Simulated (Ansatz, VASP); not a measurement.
KTaO3 in VASP and in Ansatz

```
K Ta O
1.0
     4.06439    0.00000    0.00000
     0.00000    4.06439    0.00000
     0.00000    0.00000    4.06439
K Ta O
1 1 3
Cartesian
  2.0322 2.0322 2.0322
  0.0000 0.0000 0.0000
  2.0322 0.0000 0.0000
  0.0000 2.0322 0.0000
  0.0000 0.0000 2.0322
```

Alike in both runs: task single point; functional PBE; k mesh 8 × 8 × 8; occupations gaussian, width 0.02 eV; no spin polarisation.

```csv
,VASP,Ansatz
version,VASP 6.6.1,Ansatz 0.2.0
potentials or method,"VASP PAW PBE potentials, release 64 (K_sv, Ta_pv, O), cutoff 520 eV","scalar-relativistic, plane waves, PAW"
valence electrons in the cell,38,40
```

```csv
,VASP,Ansatz,Ansatz less VASP
gap on the k mesh at the Fermi level (eV),2.05,2.09,+0.043
least direct gap on the mesh (eV),2.69,2.72,+0.035
pressure (GPa),-4.7,-5.2,-0.50
```

VASP's potentials hold 38 valence electrons a cell and Ansatz's 40, so a difference there can come from the potentials and not from the codes.

Neither program's run includes spin-orbit coupling.
